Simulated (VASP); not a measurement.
A run of VASP 6.6.1 is set up as follows.

Contents of INCAR:

```
PREC = Accurate
ENCUT = 520
EDIFF = 1E-6
ISMEAR = 0
SIGMA = 0.15
LREAL = False
LASPH = True
NELM = 80
ALGO = Normal
ISIF = 2
LWAVE = False
LCHARG = True
LELF = True
LVHAR = True
NBANDS = 34
```

KPOINTS

```
regular mesh
0
Gamma
  5 5 5
```

File POSCAR:

```
LaPb3
1.0
    4.8930000000      0.0000000000      0.0000000000
    0.0000000000      4.8930000000      0.0000000000
    0.0000000000      0.0000000000      4.8930000000
La Pb
1 3
Direct
    0.0000000000      0.0000000000      0.0000000000
    0.0000000000      0.5000000000      0.5000000000
    0.5000000000      0.0000000000      0.5000000000
    0.5000000000      0.5000000000      0.0000000000
```

Potentials or basis: VASP PAW LDA potentials, release 64 (La, Pb_d).

Command:

```sh
$ cat potpaw_LDA.64/La/POTCAR potpaw_LDA.64/Pb_d/POTCAR > POTCAR
$ mpirun -np 1 vasp_std > vasp.out
```

**Question.** What does it give for the pressure?

**Answer.** -2.0 GPa.
